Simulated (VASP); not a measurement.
**MgO: single point with r2SCAN**

The system is MgO.

```
CELL_PARAMETERS angstrom
3.28822 0.04932 0.00000
-1.60139 2.82302 0.00000
0.00000 0.00000 5.03437
ATOMIC_POSITIONS crystal
Mg 0.33007 0.66669 0.99010
Mg 0.66993 0.33331 0.49010
O 0.32903 0.66694 0.38490
O 0.67097 0.33306 0.88490
```

This cell differs from its parent crystal: shear xy strain +3.0%.

| Item | Value |
| --- | --- |
| Program | VASP 6.6.1 |
| Task | single point |
| Functional | r2SCAN |
| Potentials or basis | VASP PAW PBE potentials, release 64 (Mg, O) |
| Cutoff | 520 eV |
| k mesh | 12 × 12 × 6 |
| Occupations | gaussian, width 0.01 eV |
| Spin | no spin polarisation |
| Dipole correction | no |
| Further INCAR settings | ALGO = Normal; EDIFF = 1e-06; NBANDS = 16 |

- Pressure: -0.6 GPa
- Largest force: 0.006 eV/Å
- Band gap on the k mesh: 4.20 eV

Forces on the atoms (eV/Å):
```
Mg   0.004  0.002  0.005
Mg  -0.004 -0.002  0.005
O    0.000  0.000 -0.005
O    0.000  0.000 -0.005
```

Stress tensor (GPa, compression positive):
```
-0.65 -1.51  0.00
-1.51 -0.46  0.00
 0.00  0.00 -0.58
```

Levels at points of the mesh, in eV from the valence-band top:
| k point | band 6 | band 7 | band 8 | band 9 | band 10 | band 11 |
| --- | --- | --- | --- | --- | --- | --- |
| (0.00, 0.00, 0.00) | -0.43 | -0.32 | 0.00 | 4.20 | 9.42 | 11.16 |
| (0.50, 0.00, 0.00) | -1.11 | -0.81 | -0.39 | 8.59 | 8.87 | 10.14 |
| (0.00, 0.50, 0.00) | -1.23 | -0.79 | -0.47 | 8.58 | 8.84 | 10.13 |
| (0.50, 0.50, 0.00) | -1.34 | -0.76 | -0.55 | 8.58 | 8.80 | 10.11 |
| (0.00, 0.00, 0.50) | -0.60 | -0.47 | -0.47 | 6.72 | 6.72 | 14.15 |
| (0.50, 0.00, 0.50) | -0.77 | -0.69 | -0.69 | 8.13 | 8.13 | 11.74 |
| (0.00, 0.50, 0.50) | -0.87 | -0.70 | -0.70 | 8.14 | 8.14 | 11.81 |
| (0.50, 0.50, 0.50) | -0.97 | -0.71 | -0.71 | 8.16 | 8.16 | 11.86 |

Wall time 3.4 min on 1 thread of Intel(R) Xeon(R) 6975P-C (Granite Rapids), on a shared host, peak memory 0.32 GiB.

Caveat: the cell differs from its parent crystal (shear xy strain +3.0%); the PAW data sets were made with another functional, which shifts forces and pressure a little. A k mesh can miss the band edges.
